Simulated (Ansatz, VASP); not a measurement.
## Be4Se3 in VASP and in Ansatz

```
Be Se
1.0
     3.61680    0.00000    0.00000
    -1.80840    3.13224    0.00000
     0.00000    0.00000   10.20233
Be Se
4 3
Cartesian
  0.0000 2.0882 6.9510
  1.8084 1.0441 6.9510
  1.8084 1.0441 3.2513
  0.0000 2.0882 3.2513
  0.0000 0.0000 1.8282
  0.0000 0.0000 8.3741
  0.0000 0.0000 5.1012
```

Alike in both runs: functional PBE; k mesh 4 × 4 × 3; occupations gaussian, width 0.2 eV; no spin polarisation.

Ansatz relaxed the structure, and its values are those at the end. VASP's run is a single point on that final structure, the one shown.

```csv
,VASP,Ansatz
version,VASP 6.6.1,Ansatz 0.2.0
potentials or method,"VASP PAW PBE potentials, release 64 (Be, Se), cutoff 520 eV","scalar-relativistic, plane waves, PAW"
valence electrons in the cell,26,56
```

Ansatz gave:

```
gap on the k mesh at the Fermi level (eV) : none
pressure (GPa)                            : 0.1
rms of the force components (eV/Å)        : 0.013
```

**Question.** Which values does VASP return?

**Answer.** gap on the k mesh at the Fermi level (eV): none; pressure (GPa): 0.1; rms of the force components (eV/Å): 0.008.

A gap of «none» marks a metal or a gap that the smearing closes. VASP's potentials hold 26 valence electrons a cell and Ansatz's 56, so a difference there can come from the potentials and not from the codes.

The k mesh is coarse, so the values compare programs but aren't converged.
